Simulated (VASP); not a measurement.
Wanted: the native input for a VASP 6.6.1 run.

- Task: single point
- Functional: PBE
- Potentials or basis: VASP PAW PBE potentials, release 64 (Hf_pv, B)
- Cutoff: 520 eV
- k mesh: 16 × 16 × 16
- Occupations: gaussian, width 0.1 eV
- Spin: no spin polarisation
- Dipole correction: no
- Further INCAR settings: ALGO = Normal; EDIFF = 1e-06; NBANDS = 14

The structure of HfB lies in POSCAR:

```
HfB
1.0
    0.0000000000      2.3821658313      2.3821658313
    2.3821658313      0.0000000000      2.3821658313
    2.3821658313      2.3821658313      0.0000000000
Hf B
1 1
Direct
    0.5000000000      0.5000000000      0.5000000000
    0.0000000000      0.0000000000      0.0000000000
```

These files were run (other wordings do the same):

INCAR

```
SYSTEM = HfB
ALGO = Normal ; EDIFF = 1E-6
ENCUT = 520 ; GGA = PE
ISIF = 2 ; ISMEAR = 0
LASPH = .True. ; LCHARG = .False.
LREAL = .False. ; LWAVE = .False.
NBANDS = 14 ; NELM = 100
PREC = Accurate ; SIGMA = 0.1
```

KPOINTS

```
k-points
0
Gamma
  16 16 16
  0 0 0
```

Potentials or basis: VASP PAW PBE potentials, release 64 (Hf_pv, B).

Command:

```bash
$ cat potpaw_PBE.64/Hf_pv/POTCAR potpaw_PBE.64/B/POTCAR > POTCAR
$ mpirun -np 1 vasp_std > vasp.out
```

It gave:

- Pressure: 8.3 GPa

It took 52 s on 1 thread of Intel(R) Xeon(R) Platinum 8375C CPU @ 2.90GHz (Ice Lake), with other jobs on the host, peak memory 0.2 GiB.
